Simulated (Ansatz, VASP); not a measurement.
Be3Br2: VASP beside Ansatz

```
Be Br
1.0
     2.72173    1.57139    8.95109
    -2.72173    1.57139    8.95109
     0.00000   -3.14279    8.95109
Be Br
6 4
Direct
  0.96815 0.53185 0.75000
  0.75000 0.96815 0.53185
  0.53185 0.75000 0.96815
  0.03185 0.46815 0.25000
  0.25000 0.03185 0.46815
  0.46815 0.25000 0.03185
  0.93490 0.93490 0.93490
  0.56510 0.56510 0.56510
  0.06510 0.06510 0.06510
  0.43490 0.43490 0.43490
```

Alike in both runs: functional PBE; k mesh 6 × 6 × 6; occupations gaussian, width 0.1 eV; no spin polarisation.

Ansatz relaxed the structure, and its values are those at the end. VASP's run is a single point on that final structure, the one shown.

```csv
,VASP,Ansatz
version,VASP 6.6.1,Ansatz 0.2.0
potentials or method,"VASP PAW PBE potentials, release 64 (Be, Br), cutoff 520 eV","scalar-relativistic, plane waves, PAW"
valence electrons in the cell,40,40
```

|  | VASP | Ansatz | Ansatz less VASP |
| --- | --- | --- | --- |
| gap on the k mesh at the Fermi level (eV) | none | none | - |
| pressure (GPa) | 0.1 | 0.1 | -0.04 |

A gap of «none» marks a metal or a gap that the smearing closes.
